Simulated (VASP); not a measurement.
# BiO5 (F-43m) in VASP: notebook

Runs on BiO5. Level: PBE. Tasks: single point, relaxation of cell and atoms.

Program: VASP 6.6.1. These are calculated values, not measurements. Logs are shortened: lines on timing, memory, paths and dates and some standing lists are left out, and cuts for length are marked.

**1. The cell of the first run**

Symmetry: F-43m, No. 216, cubic system. The conventional cell has a = 6.307 Å, b = 6.307 Å, c = 6.307 Å, α = 90.00°, β = 90.00°, γ = 90.00°. Bi (site symmetry -43m) has 16 O at 2.62 to 2.73 Å within 3.5 Å. O (site symmetry 3m) has 9 O at 2.18 to 2.61 Å and 3 Bi at 2.62 Å within 2.9 Å. O (site symmetry -43m) has 12 O at 2.61 Å and 4 Bi at 2.73 Å within 3.4 Å.

**2. Single point, PBE**

INCAR reads:

```
SYSTEM = BiO5
ALGO = Normal
EDIFF = 1E-7
ENCUT = 520
GGA = PE
ISIF = 2
ISMEAR = 0
LASPH = .TRUE.
LCHARG = .FALSE.
LREAL = .FALSE.
LWAVE = .FALSE.
NBANDS = 32
NELM = 100
PREC = Accurate
SIGMA = 0.1
```

KPOINTS reads:

```
k-points
0
G
  10 10 10
  0 0 0
```

POSCAR reads:

```
BiO5
1.0
    0.0000000000      3.1537035042      3.1537035042
    3.1537035042      0.0000000000      3.1537035042
    3.1537035042      3.1537035042      0.0000000000
Bi O
1 5
Direct
    0.5000000000      0.5000000000      0.5000000000
    0.8777722943      0.8777722943      0.8777722943
    0.3666831170      0.8777722943      0.8777722943
    0.2500000000      0.2500000000      0.2500000000
    0.8777722943      0.3666831170      0.8777722943
    0.8777722943      0.8777722943      0.3666831170
```

Potentials or basis: VASP PAW PBE potentials, release 64 (Bi_d, O).

The run is started by

```bash
cat potpaw_PBE.64/Bi_d/POTCAR potpaw_PBE.64/O/POTCAR > POTCAR
mpirun -np 1 vasp_std > vasp.out
```

OUTCAR:

```text
SYSTEM = BiO5
   EDIFF = 1E-7
   ENCUT = 520
   GGA = PE
   ISIF = 2
   ISMEAR = 0
   LASPH = .TRUE.
   LREAL = .FALSE.
   NELM = 100
   PREC = Accurate

 ion  position               nearest neighbor table
   1  0.500  0.500  0.500-   3 2.62   5 2.62   6 2.62   2 2.62   2 2.62   2 2.62   3 2.62   3 2.62
                             6 2.62   5 2.62   5 2.62   6 2.62   4 2.73   4 2.73   4 2.73   4 2.73
   2  0.878  0.878  0.878-   1 2.62   1 2.62   1 2.62
   3  0.367  0.878  0.878-   1 2.62   1 2.62   1 2.62
   4  0.250  0.250  0.250-   1 2.73   1 2.73   1 2.73   1 2.73
   5  0.878  0.367  0.878-   1 2.62   1 2.62   1 2.62
   6  0.878  0.878  0.367-   1 2.62   1 2.62   1 2.62

  LATTYP: Found a face centered cubic cell.
 ALAT       =     6.3074070084

  Lattice vectors:

 A1 = (   0.0000000000,   3.1537035042,   3.1537035042)
 A2 = (   3.1537035042,   0.0000000000,   3.1537035042)
 A3 = (   3.1537035042,   3.1537035042,   0.0000000000)

Analysis of symmetry for initial positions (statically):
=====================================================================
 Subroutine PRICEL returns:
 Original cell was already a primitive cell.

 Routine SETGRP: Setting up the symmetry group for a
 face centered cubic supercell.

 Subroutine GETGRP returns: Found 24 space group operations
 (whereof 24 operations were pure point group operations)
 out of a pool of 48 trial point group operations.

The static configuration has the point symmetry T_d .

Analysis of symmetry for dynamics (positions and initial velocities):
=====================================================================
 Subroutine PRICEL returns:
 Original cell was already a primitive cell.

 Routine SETGRP: Setting up the symmetry group for a
 face centered cubic supercell.

 Subroutine GETGRP returns: Found 24 space group operations
 (whereof 24 operations were pure point group operations)
 out of a pool of 48 trial point group operations.

The dynamic configuration has the point symmetry T_d .

 Subroutine INISYM returns: Found 24 space group operations
 (whereof 24 operations are pure point group operations),
 and found     1 'primitive' translations

----------------------------------------------------------------------------------------

                                     Primitive cell

  volume of cell :      62.7325

  direct lattice vectors                    reciprocal lattice vectors
     0.000000000  3.153703504  3.153703504    -0.158543756  0.158543756  0.158543756
     3.153703504  0.000000000  3.153703504     0.158543756 -0.158543756  0.158543756
     3.153703504  3.153703504  0.000000000     0.158543756  0.158543756 -0.158543756

  length of vectors
     4.460010267  4.460010267  4.460010267     0.274605841  0.274605841  0.274605841

  position of ions in fractional coordinates (direct lattice)
     0.500000000  0.500000000  0.500000000
     0.877772294  0.877772294  0.877772294
     0.366683117  0.877772294  0.877772294
     0.250000000  0.250000000  0.250000000
     0.877772294  0.366683117  0.877772294
     0.877772294  0.877772294  0.366683117

  ion indices of the primitive-cell ions
   primitive index   ion index
                 1           1
                 2           2
                 3           3
                 4           4
                 5           5
                 6           6

----------------------------------------------------------------------------------------

 KPOINTS: k-points

Automatic generation of k-mesh.
 Grid dimensions read from file:
 generate k-points for:   10   10   10

 Generating k-lattice:

  Cartesian coordinates                     Fractional coordinates (reciprocal lattice)
    -0.015854376  0.015854376  0.015854376     0.100000000  0.000000000  0.000000000
     0.015854376 -0.015854376  0.015854376     0.000000000  0.100000000  0.000000000
     0.015854376  0.015854376 -0.015854376     0.000000000  0.000000000  0.100000000

  Length of vectors
     0.027460584  0.027460584  0.027460584

  Shift w.r.t. Gamma in fractional coordinates (k-lattice)
     0.000000000  0.000000000  0.000000000

 Subroutine IBZKPT returns following result:
 ===========================================

 Found     47 irreducible k-points:

 Following reciprocal coordinates:
            Coordinates               Weight
  0.000000  0.000000  0.000000      1.000000
  0.100000  0.000000  0.000000      8.000000
  0.200000  0.000000  0.000000      8.000000
  0.300000  0.000000  0.000000      8.000000
  0.400000  0.000000  0.000000      8.000000
  0.500000  0.000000  0.000000      4.000000
[... 16 lines left out ...]
  0.300000  0.300000  0.000000      6.000000
  0.400000  0.300000  0.000000     24.000000
 [... further k-points ...]
   k-points           NKPTS =     47   k-points in BZ     NKDIM =     47   number of bands    NBANDS=     32
   number of dos      NEDOS =    301   number of ions     NIONS =      6
   total plane-waves  NPLWV =  46656
   dimension x,y,z NGX =    36 NGY =   36 NGZ =   36
   dimension x,y,z NGXF=    72 NGYF=   72 NGZF=   72
   ions per type =               1   5
   NGX,Y,Z   is equivalent  to a cutoff of  13.42, 13.42, 13.42 a.u.
   NGXF,Y,Z  is equivalent  to a cutoff of  26.84, 26.84, 26.84 a.u.
 SYSTEM =  BiO5
   PREC   = accura    normal or accurate (medium, high low for compatibility)
   ISTART =      0    job   : 0-new  1-cont  2-samecut
   ICHARG =      2    charge: 1-file 2-atom 10-const
   ISPIN  =      1    spin polarized calculation?
   LNONCOLLINEAR =      F non collinear calculations
   LSORBIT =      F    spin-orbit coupling
   LASPH  =      T    aspherical Exc in radial PAW
   ENCUT  =  520.0 eV  38.22 Ry    6.18 a.u.   8.29  8.29  8.29*2*pi/ulx,y,z
   NELM   =    100;   NELMIN=  2; NELMDL= -5     # of ELM steps
   EDIFF  = 0.1E-06   stopping-criterion for ELM
   LREAL  =      F    real-space projection
   EDIFFG = 0.1E-05   stopping-criterion for IOM
   NSW    =      0    number of steps for IOM
   IBRION =     -1    ionic relax: 0-MD 1-quasi-New 2-CG
   NFREE  =      0    steps in history (QN), initial steepest desc. (CG)
   ISIF   =      2    stress and relaxation
   ISYM   =      2    0-nonsym 1-usesym 2-fastsym
   POTIM  = 0.5000    time-step for ionic-motion
   TEBEG  =    0.0;   TEEND  =   0.0 temperature during run
   PSTRESS=    0.0 pullay stress
   NELECT =      45.0000    total number of electrons
   NUPDOWN=      -1.0000    fix difference up-down
   EMIN   =  10.00;   EMAX   =-10.00  energy-range for DOS
   EFERMI =   0.00;   METHOD = LEGACY
   ISMEAR =     0;   SIGMA  =   0.10  broadening in eV -4-tet -1-fermi 0-gaus
   EFERMI_NEDOS =   21; number of points for ismear=-14 and -15
   IALGO  =     38    algorithm
   IMIX   =      4    mixing-type and parameters
     AMIX     =   0.40;   BMIX     =  1.00
     AMIX_MAG =   1.60;   BMIX_MAG =  1.00
  volume/ion in A,a.u.               =      10.46        70.56
  Fermi-wavevector in a.u.,A,eV,Ry     =   1.465485  2.769366 29.220515  2.147647
  Thomas-Fermi vector in A             =   2.581337
   LORBIT       =      0    0 simple, 1 ext, 2 COOP (PROOUT), +10 PAW based schemes
   GGA     = PE    functional components
   LHFCALC =     F    Hartree Fock is set to
   AEXX    =    0.0000 exact exchange contribution
   IVDW    =     0    specifies the selected vdW correction
   LEPSILON=     F    determine dielectric tensor
   LRPA    =     F    only Hartree local field effects (RPA)
 non-spin polarized calculation
 Gauss-broadening in eV      SIGMA  =   0.10
  energy-cutoff  :      520.00
  volume of cell :       62.73
 maximum number of plane-waves:      1709
 NGX is ok and might be reduce to    36
   NGX = 17   NGY = 17   NGZ = 17

 number of electron      45.0000006 magnetization

 Free energy of the ion-electron system (eV)
  ---------------------------------------------------
  ext. energy  EPLUGINS =         0.00000000
  ---------------------------------------------------
  free energy    TOTEN  =       -22.33988812 eV

  energy without entropy =      -22.27125874  energy(sigma->0) =      -22.30557343

 E-fermi :   4.9060     XC(G=0): -11.8398

 val. band max:        4.9058395837   @ k =  -0.4000   0.4000   0.2000
 cond. band min:       4.9074913725   @ k =   0.5000   0.5000   0.0000
 fundamental gap:      0.0016517888
 Fermi energy:         4.9060486261

 k-point     1 :       0.0000    0.0000    0.0000
  band No.  band energies     occupation
      1     -17.0980      2.00000
      2     -17.0980      2.00000
      3     -17.0980      2.00000
      4     -17.0838      2.00000
      5     -17.0838      2.00000
      6     -15.0557      2.00000
[... 24 lines left out ...]
     31      21.7472      0.00000
     32      21.7472      0.00000

 k-point     2 :       0.1000    0.0000    0.0000
  band No.  band energies     occupation
      1     -17.1002      2.00000
      2     -17.0978      2.00000
      3     -17.0978      2.00000
      4     -17.0839      2.00000
      5     -17.0839      2.00000
      6     -14.9909      2.00000
[... 24 lines left out ...]
     31      21.6614      0.00000
     32      21.6614      0.00000

 k-point     3 :       0.2000    0.0000    0.0000
  band No.  band energies     occupation
      1     -17.1060      2.00000
      2     -17.0994      2.00000
      3     -17.0994      2.00000
      4     -17.0817      2.00000
      5     -17.0817      2.00000
      6     -14.8009      2.00000
[... 24 lines left out ...]
     31      21.4820      0.00000
     32      21.4820      0.00000

 k-point     4 :       0.3000    0.0000    0.0000
  band No.  band energies     occupation
      1     -17.1136      2.00000
      2     -17.1040      2.00000
      3     -17.1040      2.00000
      4     -17.0766      2.00000
      5     -17.0766      2.00000
      6     -14.5085      2.00000
[... 654 lines left out ...]
     31      20.9472      0.00000
     32      21.5874      0.00000

 k-point    23 :       0.3000    0.3000    0.0000
  band No.  band energies     occupation
      1     -17.1353      2.00000
      2     -17.1190      2.00000
      3     -17.0777      2.00000
      4     -17.0772      2.00000
      5     -17.0772      2.00000
      6     -14.2942      2.00000
[... 24 lines left out ...]
     31      21.8265      0.00000
     32      22.0064      0.00000

 k-point    24 :       0.4000    0.3000    0.0000
  band No.  band energies     occupation
      1     -17.1414      2.00000
      2     -17.1259      2.00000
      3     -17.0809      2.00000
      4     -17.0746      2.00000
      5     -17.0704      2.00000
      6     -14.0103      2.00000
[... 24 lines left out ...]
     31      21.1898      0.00000
     32      22.0454      0.00000

 [... further k-points ...]

------------------------ aborting loop because EDIFF is reached ----------------------------------------

  FORCE on cell =-STRESS in cart. coord.  units (eV):
  Direction    XX          YY          ZZ          XY          YZ          ZX
  --------------------------------------------------------------------------------------
  -------------------------------------------------------------------------------------
  Total       -0.0586322     -0.0586322     -0.0586322      0.0000000     -0.0000000     -0.0000000
  in kB       -1.4974559     -1.4974559     -1.4974559      0.0000000     -0.0000000     -0.0000000
  external PRESSURE =      -1.4974559 kB  Pullay stress =       0.0000000 kB

 VOLUME and BASIS-vectors are now :
 -----------------------------------------------------------------------------
  energy-cutoff  :      520.00
  volume of cell :       62.73
      direct lattice vectors                 reciprocal lattice vectors
     0.000000000  3.153703504  3.153703504    -0.158543756  0.158543756  0.158543756
     3.153703504  0.000000000  3.153703504     0.158543756 -0.158543756  0.158543756
     3.153703504  3.153703504  0.000000000     0.158543756  0.158543756 -0.158543756

 POSITION                                       TOTAL-FORCE (eV/Angst)
 -----------------------------------------------------------------------------------
      3.15370      3.15370      3.15370        -0.000000      0.000000     -0.000000
      5.53647      5.53647      5.53647         0.009710      0.009710      0.009710
      5.53647      3.92464      3.92464         0.009710     -0.009710     -0.009710
      1.57685      1.57685      1.57685        -0.000000      0.000000     -0.000000
      3.92464      5.53647      3.92464        -0.009710      0.009710     -0.009710
      3.92464      3.92464      5.53647        -0.009710     -0.009710      0.009710
 -----------------------------------------------------------------------------------
    total drift:                                0.000000      0.000000      0.000000

  FREE ENERGIE OF THE ION-ELECTRON SYSTEM (eV)
  ---------------------------------------------------
  free  energy   TOTEN  =       -22.3398881183 eV

  energy  without entropy=      -22.2712587412  energy(sigma->0) =      -22.30557343
```

It took 52 s on 1 thread of Intel Xeon 6975P-C (Granite Rapids), shared host; peak memory 0.24 GiB.

What came out:

* Free energy: -22.3399 eV
* Pressure: -0.1 GPa
* Largest force: 0.017 eV/Å

Forces in eV/Å, atoms in the order of the input:
```
Bi   0.000  0.000  0.000
O    0.010  0.010  0.010
O    0.010 -0.010 -0.010
O    0.000  0.000  0.000
O   -0.010  0.010 -0.010
O   -0.010 -0.010  0.010
```

Caveat: spin-orbit coupling is left out, which moves the levels of the heavy elements; an odd number of electrons without spin polarisation forces a metal; a magnetic or distorted state may lie lower.

(Part 1 of 2 ends here.)
